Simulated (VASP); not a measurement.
Wanted: the native input for a VASP 6.6.1 run.

| Quantity | Value |
| --- | --- |
| Task | single point |
| Functional | PBE |
| Potentials or basis | VASP PAW PBE potentials, release 64 (Zn, O) |
| Cutoff | 520 eV |
| k mesh | 6 × 6 × 6 |
| Occupations | gaussian, width 0.2 eV |
| Spin | no spin polarisation |
| Dipole correction | no |
| Further INCAR settings | ALGO = Normal; EDIFF = 1e-06; NBANDS = 39 |

The structure of Zn3O4 lies in POSCAR:

```
Zn3O4
1.0
    0.0000000000      0.0000000000      3.2227897439
    5.4341990936      0.0000000000      0.0000000000
   -2.7170995468      4.7061544643      0.0000000000
Zn O
3 4
Direct
    0.0000000000      0.0000000000      0.5000000000
    0.0000000000      0.5000000000      0.0000000000
    0.0000000000      0.5000000000      0.5000000000
    0.2084283560      0.0000000000      0.0000000000
    0.7915716440      0.0000000000      0.0000000000
    0.5000000000      0.3333333333      0.6666666667
    0.5000000000      0.6666666667      0.3333333333
```

The input as run:

INCAR

```
  PREC = Accurate
  ENCUT = 520
  EDIFF = 1E-6
  ISMEAR = 0
  SIGMA = 0.2
  LREAL = False
  LASPH = True
  NELM = 100
  ALGO = Normal
  ISIF = 2
  LWAVE = False
  LCHARG = False
  GGA = PE
  NBANDS = 39
```

KPOINTS

```
regular mesh
0
Gamma
  6 6 6
```

Potentials or basis: VASP PAW PBE potentials, release 64 (Zn, O).

Command:

```sh
$ cat potpaw_PBE.64/Zn/POTCAR potpaw_PBE.64/O/POTCAR > POTCAR
$ mpirun -np 1 vasp_std > vasp.out
```

It gave:

The pressure is 0.5 GPa and the largest force is 0.458 eV/Å. The band gap on the k mesh is zero (bands 30 and 31 overlap by 0.59 eV).

Caveat: semilocal functionals underestimate gaps, so a narrow gap can read as zero.

Run time: 44 s on 1 thread of AMD EPYC 9R45 96-Core Processor (Zen 5), with other jobs on the host, peak memory 0.19 GiB.
